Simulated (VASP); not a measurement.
# Sb (I4_1/amd) in VASP: a series of runs

Sb is run at these levels: LDA; tasks: relaxation of cell and atoms.

All numbers are computed with VASP 6.6.1; they aren't measurements. Logs are shortened: lines on timing, memory, paths and dates and some standing lists are left out, and cuts for length are marked.

## Step 1: The cell of the first run

Symmetry: I4_1/amd, No. 141, tetragonal system. Conventional cell: a = 5.120 Å, b = 5.120 Å, c = 2.816 Å, α = 90.00°, β = 90.00°, γ = 90.00°. Within 3.5 Å of Sb (site symmetry -4m2) lie 10 Sb at 2.65 to 3.32 Å.

## Step 2: Relaxation of cell and atoms, LDA, target pressure 54 GPa, at which the enthalpy is minimised

File INCAR:

```
SYSTEM = Sb
ALGO = Normal
EDIFF = 1E-6
EDIFFG = -0.005
ENCUT = 600
IBRION = 2
ISIF = 3
ISMEAR = -1
LASPH = .True.
LCHARG = .False.
LREAL = .False.
LWAVE = .False.
NELM = 60
NSW = 60
PREC = Accurate
PSTRESS = 540.0
SIGMA = 0.08
```

File KPOINTS:

```
k-points
0
Gamma
  15 15 15
  0 0 0
```

File POSCAR:

```
Sb
1.0
   -2.5599354894      2.5599354894      1.4079645191
    2.5599354894     -2.5599354894      1.4079645191
    2.5599354894      2.5599354894     -1.4079645191
Sb
2
Direct
   -0.3750000000     -0.1250000000     -0.2500000000
    0.3750000000      0.1250000000      0.2500000000
```

Potentials or basis: VASP PAW LDA potentials, release 64 (Sb).

Started as:

```sh
$ cat potpaw_LDA.64/Sb/POTCAR > POTCAR
$ mpirun -np 1 vasp_std > vasp.out
```

OUTCAR:

```text
SYSTEM = Sb
   EDIFF = 1E-6
   EDIFFG = -0.005
   ENCUT = 600
   IBRION = 2
   ISIF = 3
   ISMEAR = -1
   LASPH = .True.
   LREAL = .False.
   NELM = 60
   NSW = 60
   PREC = Accurate
   PSTRESS = 540.0

 ion  position               nearest neighbor table
   1  0.625  0.875  0.750-   2 2.65   2 2.65   2 2.65   2 2.65   2 3.32   2 3.32   2 3.32   2 3.32

   2  0.375  0.125  0.250-   1 2.65   1 2.65   1 2.65   1 2.65   1 3.32   1 3.32   1 3.32   1 3.32

  LATTYP: Found a body centered tetragonal cell.
 ALAT       =     5.1198709788
 C/A-ratio  =     0.5500000000

  Lattice vectors:

 A1 = (  -2.5599354894,   2.5599354894,   1.4079645191)
 A2 = (   2.5599354894,  -2.5599354894,   1.4079645191)
 A3 = (   2.5599354894,   2.5599354894,  -1.4079645191)

Analysis of symmetry for initial positions (statically):
=====================================================================
 Subroutine PRICEL returns:
 Original cell was already a primitive cell.

 Routine SETGRP: Setting up the symmetry group for a
 body centered tetragonal supercell.

 Subroutine GETGRP returns: Found 16 space group operations
 (whereof  4 operations were pure point group operations)
 out of a pool of 16 trial point group operations.

The static configuration has the point symmetry C_2h.
 The point group associated with its full space group is D_4h.

Analysis of symmetry for dynamics (positions and initial velocities):
=====================================================================
 Subroutine PRICEL returns:
 Original cell was already a primitive cell.

 Routine SETGRP: Setting up the symmetry group for a
 body centered tetragonal supercell.

 Subroutine GETGRP returns: Found 16 space group operations
 (whereof  4 operations were pure point group operations)
 out of a pool of 16 trial point group operations.

The dynamic configuration has the point symmetry C_2h.
 The point group associated with its full space group is D_4h.

 Subroutine INISYM returns: Found 16 space group operations
 (whereof  4 operations are pure point group operations),
 and found     1 'primitive' translations

----------------------------------------------------------------------------------------

                                     Primitive cell

  volume of cell :      36.9071

  direct lattice vectors                    reciprocal lattice vectors
    -2.559935489  2.559935489  1.407964519     0.000000000  0.195317422  0.355122585
     2.559935489 -2.559935489  1.407964519     0.195317422  0.000000000  0.355122585
     2.559935489  2.559935489 -1.407964519     0.195317422  0.195317422  0.000000000

  length of vectors
     3.884443783  3.884443783  3.884443783     0.405291187  0.405291187  0.276220547

  position of ions in fractional coordinates (direct lattice)
     0.625000000  0.875000000  0.750000000
     0.375000000  0.125000000  0.250000000

  ion indices of the primitive-cell ions
   primitive index   ion index
                 1           1
                 2           2

----------------------------------------------------------------------------------------

 KPOINTS: k-points

Automatic generation of k-mesh.
 Grid dimensions read from file:
 generate k-points for:   15   15   15

 Generating k-lattice:

  Cartesian coordinates                     Fractional coordinates (reciprocal lattice)
     0.000000000  0.013021161  0.023674839     0.066666667  0.000000000 -0.000000000
     0.013021161  0.000000000  0.023674839     0.000000000  0.066666667 -0.000000000
     0.013021161  0.013021161  0.000000000     0.000000000  0.000000000  0.066666667

  Length of vectors
     0.027019412  0.027019412  0.018414703

  Shift w.r.t. Gamma in fractional coordinates (k-lattice)
     0.000000000  0.000000000  0.000000000

 Subroutine IBZKPT returns following result:
 ===========================================

 Found    288 irreducible k-points:

 Following reciprocal coordinates:
            Coordinates               Weight
  0.000000  0.000000  0.000000      1.000000
  0.066667  0.000000  0.000000      8.000000
  0.133333  0.000000 -0.000000      8.000000
  0.200000  0.000000 -0.000000      8.000000
  0.266667  0.000000 -0.000000      8.000000
  0.333333  0.000000 -0.000000      8.000000
[... 16 lines left out ...]
  0.133333  0.133333 -0.000000      8.000000
  0.200000  0.133333 -0.000000     16.000000
 [... further k-points ...]
   k-points           NKPTS =    288   k-points in BZ     NKDIM =    288   number of bands    NBANDS=      9
   number of dos      NEDOS =    301   number of ions     NIONS =      2
   total plane-waves  NPLWV =  32768
   dimension x,y,z NGX =    32 NGY =   32 NGZ =   32
   dimension x,y,z NGXF=    64 NGYF=   64 NGZF=   64
   ions per type =               2
   NGX,Y,Z   is equivalent  to a cutoff of  13.70, 13.70, 13.70 a.u.
   NGXF,Y,Z  is equivalent  to a cutoff of  27.39, 27.39, 27.39 a.u.
 SYSTEM =  Sb
   PREC   = accura    normal or accurate (medium, high low for compatibility)
   ISTART =      0    job   : 0-new  1-cont  2-samecut
   ICHARG =      2    charge: 1-file 2-atom 10-const
   ISPIN  =      1    spin polarized calculation?
   LNONCOLLINEAR =      F non collinear calculations
   LSORBIT =      F    spin-orbit coupling
   LASPH  =      T    aspherical Exc in radial PAW
   ENCUT  =  600.0 eV  44.10 Ry    6.64 a.u.   7.76  7.76  7.76*2*pi/ulx,y,z
   NELM   =     60;   NELMIN=  2; NELMDL= -5     # of ELM steps
   EDIFF  = 0.1E-05   stopping-criterion for ELM
   LREAL  =      F    real-space projection
   EDIFFG = -.5E-02   stopping-criterion for IOM
   NSW    =     60    number of steps for IOM
   IBRION =      2    ionic relax: 0-MD 1-quasi-New 2-CG
   NFREE  =      1    steps in history (QN), initial steepest desc. (CG)
   ISIF   =      3    stress and relaxation
   ISYM   =      2    0-nonsym 1-usesym 2-fastsym
   POTIM  = 0.5000    time-step for ionic-motion
   TEBEG  =    0.0;   TEEND  =   0.0 temperature during run
   PSTRESS=  540.0 pullay stress
   NELECT =      10.0000    total number of electrons
   NUPDOWN=      -1.0000    fix difference up-down
   EMIN   =  10.00;   EMAX   =-10.00  energy-range for DOS
   EFERMI =   0.00;   METHOD = LEGACY
   ISMEAR =    -1;   SIGMA  =   0.08  broadening in eV -4-tet -1-fermi 0-gaus
   EFERMI_NEDOS =   21; number of points for ismear=-14 and -15
   IALGO  =     38    algorithm
   IMIX   =      4    mixing-type and parameters
     AMIX     =   0.40;   BMIX     =  1.00
     AMIX_MAG =   1.60;   BMIX_MAG =  1.00
  volume/ion in A,a.u.               =      18.45       124.53
  Fermi-wavevector in a.u.,A,eV,Ry     =   1.059347  2.001876 15.268677  1.122216
  Thomas-Fermi vector in A             =   2.194689
   LORBIT       =      0    0 simple, 1 ext, 2 COOP (PROOUT), +10 PAW based schemes
   GGA     = CA    functional components
   LHFCALC =     F    Hartree Fock is set to
   AEXX    =    0.0000 exact exchange contribution
   IVDW    =     0    specifies the selected vdW correction
   LEPSILON=     F    determine dielectric tensor
   LRPA    =     F    only Hartree local field effects (RPA)
 conjugate gradient relaxation of ions
 non-spin polarized calculation
  energy-cutoff  :      600.00
  volume of cell :       36.91
 maximum number of plane-waves:      1253
   NGX = 15   NGY = 15   NGZ = 15

--------------------------------------- Ionic step        1  -------------------------------------------

 number of electron      10.0000000 magnetization

 Free energy of the ion-electron system (eV)
  ---------------------------------------------------
  ext. energy  EPLUGINS =         0.00000000
  ---------------------------------------------------
  free energy    TOTEN  =        -6.65869241 eV

  energy without entropy =       -6.64146909  energy(sigma->0) =       -6.65008075

------------------------ aborting loop because EDIFF is reached ----------------------------------------

  FORCE on cell =-STRESS in cart. coord.  units (eV):
  Direction    XX          YY          ZZ          XY          YZ          ZX
  --------------------------------------------------------------------------------------
  -------------------------------------------------------------------------------------
  Total       16.7095576     16.7095576     14.2195455      0.0000000     -0.0000000      0.0000000
  in kB      725.3803535    725.3803535    617.2861793      0.0000000     -0.0000000      0.0000000
  external PRESSURE =     149.3489621 kB  Pullay stress =     540.0000000 kB
[... 289 lines left out ...]
  enthalpy is  TOTEN    =         5.6640121621 eV   P V=       13.1066441345

--------------------------------------- Ionic step        9  -------------------------------------------

 number of electron       9.9999999 magnetization

 Free energy of the ion-electron system (eV)
  ---------------------------------------------------
  ext. energy  EPLUGINS =         0.00000000
  ---------------------------------------------------
  free energy    TOTEN  =        -7.42478421 eV

  energy without entropy =       -7.40738385  energy(sigma->0) =       -7.41608403

 E-fermi :  13.8711     XC(G=0): -11.7517

 val. band max:       13.8674209998   @ k =  -0.1333   0.2000   0.1333
 cond. band min:      13.8810410571   @ k =   0.2000   0.2000   0.2000
 fundamental gap:      0.0136200573
 Fermi energy:        13.8711344554

 k-point     1 :       0.0000    0.0000    0.0000
  band No.  band energies     occupation
      1      -2.7540      2.00000
      2       7.1814      2.00000
      3       8.2872      2.00000
      4       8.2872      2.00000
      5      14.3409      0.00562
      6      18.6515      0.00000
      7      18.6515      0.00000
      8      20.3841      0.00000
      9      20.7165      0.00000
[... 265 lines left out ...]
 k-point    24 :       0.2000    0.1333   -0.0000
  band No.  band energies     occupation
      1      -0.1398      2.00000
      2       6.9186      2.00000
      3       9.7907      2.00000
      4      10.7081      2.00000
      5      11.5557      2.00000
      6      12.3439      2.00000
      7      15.6162      0.00000
      8      16.0005      0.00000
      9      17.7173      0.00000

 [... further k-points ...]

------------------------ aborting loop because EDIFF is reached ----------------------------------------

  FORCE on cell =-STRESS in cart. coord.  units (eV):
  Direction    XX          YY          ZZ          XY          YZ          ZX
  --------------------------------------------------------------------------------------
  -------------------------------------------------------------------------------------
  Total       13.0823261     13.0823261     13.0938715      0.0000000      0.0000000      0.0000000
  in kB      539.7356845    539.7356845    540.2120127      0.0000000      0.0000000      0.0000000
  external PRESSURE =      -0.1055394 kB  Pullay stress =     540.0000000 kB
[... 17 lines left out ...]
  FREE ENERGIE OF THE ION-ELECTRON SYSTEM (eV)
  ---------------------------------------------------
  free  energy   TOTEN  =        -7.4247842123 eV

  energy  without entropy=       -7.4073838524  energy(sigma->0) =       -7.41608403

  enthalpy is  TOTEN    =         5.6639484408 eV   P V=       13.0887326531

 reached required accuracy - stopping structural energy minimisation
```

Wall time 9.2 min (1 thread of Intel Xeon 8259CL, shared host); peak memory 0.25 GiB.

What came out:

```yaml
Free_energy: -7.4248 eV
Relaxed_volume: 19.42 Å³/atom
Relaxed_cell: a = 3.982 Å, b = 3.982 Å, c = 3.982 Å, α = 97.06°, β = 97.06°, γ = 138.96°
Space_group_after_relaxing_to_0.1_Å: I4_1/amd (No. 141)
Energy_change_on_relaxing_the_run_minimises_the_enthalpy: -383.0 meV/atom
Ionic_steps: 9
Pressure_after_relaxing: 54.0 GPa
Band_gap_on_the_k_mesh: zero (bands 5 and 6 overlap by 7.86 eV)
```

The path:
| step | energy change (eV) | largest force (eV/Å) | pressure (GPa) | volume (Å³) |
| --- | --- | --- | --- | --- |
| 1 | 0.0000 | 0.0000 | 68.93 | 36.91 |
| 2 | -2.3987 | 0.0000 | 16.84 | 46.83 |
| 3 | -0.8654 | 0.0000 | 51.65 | 39.17 |
| 4 | -0.8037 | 0.0000 | 52.90 | 38.99 |
| 5 | -0.7349 | 0.0000 | 54.69 | 38.75 |
| 6 | -0.7604 | 0.0000 | 54.11 | 38.82 |
| 7 | -0.7592 | 0.0000 | 54.13 | 38.81 |
| 8 | -0.7839 | 0.0000 | 53.62 | 38.89 |
| 9 | -0.7661 | 0.0000 | 53.99 | 38.83 |

Final structure:
```xyz
2
Lattice="-2.6372 2.6372 1.3959 2.6372 -2.6372 1.3959 2.6372 2.6372 -1.3959" Properties=species:S:1:pos:R:3 pbc="T T T"
Sb    2.6372    1.3186    1.0470
Sb    0.0000    1.3186    0.3490
```

Levels at points of the mesh, in eV from the Fermi level:
| k point | band 2 | band 3 | band 4 | band 5 | band 6 | band 7 | band 8 | band 9 |
| --- | --- | --- | --- | --- | --- | --- | --- | --- |
| (0.00, 0.00, 0.00) | -6.69 | -5.58 | -5.58 | 0.47 | 4.78 | 4.78 | 6.51 | 6.85 |

Caveat: the cell is relaxed towards a set pressure, so the run minimises the enthalpy, not the energy; spin-orbit coupling is left out, which moves the levels of the heavy elements.

## Step 3: Relaxation of cell and atoms, LDA, target pressure 54 GPa, at which the enthalpy is minimised

This run uses another cell than the first one, of 19.28 Å³/atom.

File INCAR:

```
SYSTEM = Sb
ALGO     = Normal         ! electronic algorithm
EDIFF    = 1E-6           ! SCF threshold, eV
EDIFFG   = -0.005         ! ionic threshold
ENCUT    = 600            ! plane-wave cutoff, eV
GGA      = CA             ! functional
IBRION   = 2              ! ionic algorithm
ISIF     = 3              ! what is computed and relaxed
ISMEAR   = -1             ! smearing method
LASPH    = .TRUE.         ! aspherical terms in the spheres
LCHARG   = .FALSE.        ! write CHGCAR
LREAL    = .FALSE.        ! projectors in reciprocal space
LWAVE    = .FALSE.        ! write WAVECAR
NELM     = 60             ! most SCF steps
NSW      = 32             ! ionic steps
PREC     = Accurate       ! precision mode
PSTRESS  = 540.0        
SIGMA    = 0.08           ! smearing width, eV
```

File KPOINTS:

```
k-points
0
G
  15 15 15
  0 0 0
```

File POSCAR:

```
Sb
1.0
   -2.6309759687      2.6309759687      1.3927879673
    2.6309759687     -2.6309759687      1.3927879673
    2.6309759687      2.6309759687     -1.3927879673
Sb
2
Direct
   -0.3750000000     -0.1250000000     -0.2500000000
    0.3750000000      0.1250000000      0.2500000000
```

Potentials or basis: VASP PAW LDA potentials, release 64 (Sb).

Started as:

```sh
$ cat potpaw_LDA.64/Sb/POTCAR > POTCAR
$ mpirun -np 1 vasp_std > vasp.out
```

Wall time 3.8 min (1 thread of Intel Xeon 8259CL, shared host); peak memory 0.25 GiB.

It converged, with:

| Quantity | Value |
| --- | --- |
| Free energy | -7.4255 eV |
| Relaxed volume | 19.42 Å³/atom |
| Relaxed cell | a = 3.982 Å, b = 3.982 Å, c = 3.982 Å, α = 97.06°, β = 97.06°, γ = 138.95° |
| Space group after relaxing (to 0.1 Å) | I4_1/amd (No. 141) |
| Energy change on relaxing (the run minimises the enthalpy) | -46.7 meV/atom |
| Ionic steps | 3 |
| Pressure after relaxing | 54.0 GPa |
| Band gap on the k mesh | zero (bands 5 and 6 overlap by 7.85 eV) |

The path:
| step | energy change (eV) | largest force (eV/Å) | pressure (GPa) | volume (Å³) |
| --- | --- | --- | --- | --- |
| 1 | 0.0000 | 0.0000 | 55.91 | 38.56 |
| 2 | -0.4157 | 0.0000 | 47.24 | 39.86 |
| 3 | -0.0934 | 0.0000 | 53.98 | 38.84 |

Final structure:
```cif
data_structure
_symmetry_space_group_name_H-M 'P 1'
_symmetry_Int_Tables_number 1
_cell_length_a 3.9821
_cell_length_b 3.9821
_cell_length_c 3.9821
_cell_angle_alpha 97.061
_cell_angle_beta 97.061
_cell_angle_gamma 138.951
_cell_volume 38.84
loop_
_atom_site_label
_atom_site_type_symbol
_atom_site_fract_x
_atom_site_fract_y
_atom_site_fract_z
_atom_site_occupancy
Sb1 Sb 0.62500 0.87500 0.75000 1
Sb2 Sb 0.37500 0.12500 0.25000 1
```

Levels at points of the mesh, in eV from the Fermi level:
| k point | band 2 | band 3 | band 4 | band 5 | band 6 | band 7 | band 8 | band 9 |
| --- | --- | --- | --- | --- | --- | --- | --- | --- |
| (0.00, 0.00, 0.00) | -6.69 | -5.58 | -5.58 | 0.47 | 4.78 | 4.78 | 6.51 | 6.84 |

Caveat: the cell is relaxed towards a set pressure, so the run minimises the enthalpy, not the energy; spin-orbit coupling is left out, which moves the levels of the heavy elements.
